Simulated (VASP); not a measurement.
SnO2:

```
Sn O
1.0
     4.73800    0.00000    0.00000
     0.00000    4.73800    0.00000
     0.00000    0.00000    3.18650
Sn O
2 4
Direct
  0.00000 0.00000 0.00000
  0.50000 0.50000 0.50000
  0.30710 0.30710 0.00000
  0.19290 0.80710 0.50000
  0.69290 0.69290 0.00000
  0.80710 0.19290 0.50000
```

Base run:

- Program: VASP 6.6.1
- Functional: revPBE
- Potentials or basis: VASP PAW PBE potentials, release 64 (Sn_d, O)
- Cutoff: 520 eV
- k mesh: 6 × 6 × 8
- Occupations: methfessel-paxton, width 0.05 eV
- Spin: no spin polarisation

Its results: band gap on the k mesh 1.34 eV; pressure 14.9 GPa; largest force 0.317 eV/Å.

The run is repeated on the same cell with these changes: functional from revPBE to PBE. What comes out?

Band gap on the k mesh 1.27 eV; pressure 11.8 GPa; largest force 0.294 eV/Å.

PBE binds more tightly than revPBE, so the same cell stands under less pressure.

Caveats: the cell stands under pressure; spin-orbit coupling is left out, which moves the levels of the heavy elements; the PAW data sets were made with another functional, which shifts forces and pressure a little (at least some runs).

